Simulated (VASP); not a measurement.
# BAs: single point with PBEsol

Crystal: BAs.

```
B As
1.0
     0.00000    2.39187    2.39187
     2.39187    0.00000    2.39187
     2.39187    2.39187    0.00000
B As
1 1
Cartesian
  0.0000 0.0000 0.0000
  1.1959 1.1959 1.1959
```

```yaml
Program: VASP 6.6.1
Task: single point
Functional: PBEsol
Potentials_or_basis: VASP PAW PBE potentials, release 64 (B, As)
Cutoff: 520 eV
k_mesh: 6 × 6 × 6
Occupations: methfessel-paxton, width 0.5 eV
Spin: no spin polarisation
```

```
Pressure               : -0.5 GPa
Band gap on the k mesh : 1.18 eV, indirect (least direct gap 3.23 eV)
```

Levels at points of the mesh, in eV from the valence-band top:
```
           k point  band 1  band 2  band 3  band 4  band 5  band 6  band 7  band 8  band 9
(0.00, 0.00, 0.00)  -15.40    0.00    0.00    0.00    3.23    3.23    3.23    4.63    9.32
(0.50, 0.00, 0.00)  -12.53   -8.80   -1.82   -1.82    2.63    4.72    4.72    8.69   12.52
(0.50, 0.50, 0.00)  -11.23   -8.51   -4.09   -4.09    1.31    1.34   11.30   11.30   12.74
```

Run time: 15 s on 1 thread of Intel(R) Xeon(R) Platinum 8259CL CPU @ 2.50GHz (Skylake/Cascade Lake), with other jobs on the host, peak memory 0.15 GiB.

Caveat: the PAW data sets were made with another functional, which shifts forces and pressure a little. A k mesh can miss the band edges.
